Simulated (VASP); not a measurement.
Write the native input for VASP 6.6.1 that does the following.

```yaml
Task: single point
Functional: LDA
Potentials_or_basis: VASP PAW LDA potentials, release 64 (Ga_d, N)
Cutoff: 520 eV
k_mesh: 8 × 6 × 6
Occupations: gaussian, width 0.05 eV
Spin: no spin polarisation
Dipole_correction: no
Further_INCAR_settings: ALGO = Normal; EDIFF = 1e-07; NBANDS = 46
```

The structure of GaN lies in POSCAR:

```
GaN
1.0
   -3.1515767111      0.0000000000      0.0000000000
    0.0000000000      0.0000000000     -5.1382481593
    0.0000000000     -5.4586909876      0.0000000000
Ga N
4 4
Direct
    0.5000000000      0.0072867561      0.1797126619
    0.0000000000     -0.0030379214      0.6536181956
    0.0000000000      0.4969620786      0.3463818044
    0.5000000000      0.5072867561      0.8202873381
    0.5000000000      0.6148190474      0.1685466712
    0.0000000000      0.6196102030      0.6647714361
    0.0000000000      0.1196102030      0.3352285639
    0.5000000000      0.1148190474      0.8314533288
```

This cell differs from its parent crystal: mode 11 frozen in at -0.076 Å and mode 13 at +0.036 Å (largest displacements).

One way to write it, as run:

INCAR

```
PREC = Accurate
ENCUT = 520
EDIFF = 1E-7
ISMEAR = 0
SIGMA = 0.05
LREAL = F
LASPH = T
NELM = 100
ALGO = Normal
ISIF = 2
LWAVE = F
LCHARG = F
GGA = CA
NBANDS = 46
```

KPOINTS

```
regular mesh
0
Gamma
  8 6 6
```

Potentials or basis: VASP PAW LDA potentials, release 64 (Ga_d, N).

The run is started by

```sh
$ cat potpaw_LDA.64/Ga_d/POTCAR potpaw_LDA.64/N/POTCAR > POTCAR
$ mpirun -np 1 vasp_std > vasp.out
```

It gave:

```json
{"Pressure": "2.4 GPa", "Largest force": "2.190 eV/Å", "Band gap on the k mesh": "2.07 eV, direct"}
```

Caveat: the cell differs from its parent crystal (mode 11 frozen in at -0.076 Å and mode 13 at +0.036 Å (largest displacements)); forces of over 1 eV/Å act on the atoms, so gaps and moduli don't describe the material at rest.

It took 3 min on 1 thread of Intel(R) Xeon(R) Platinum 8488C (Sapphire Rapids), with other jobs on the host, peak memory 0.33 GiB.
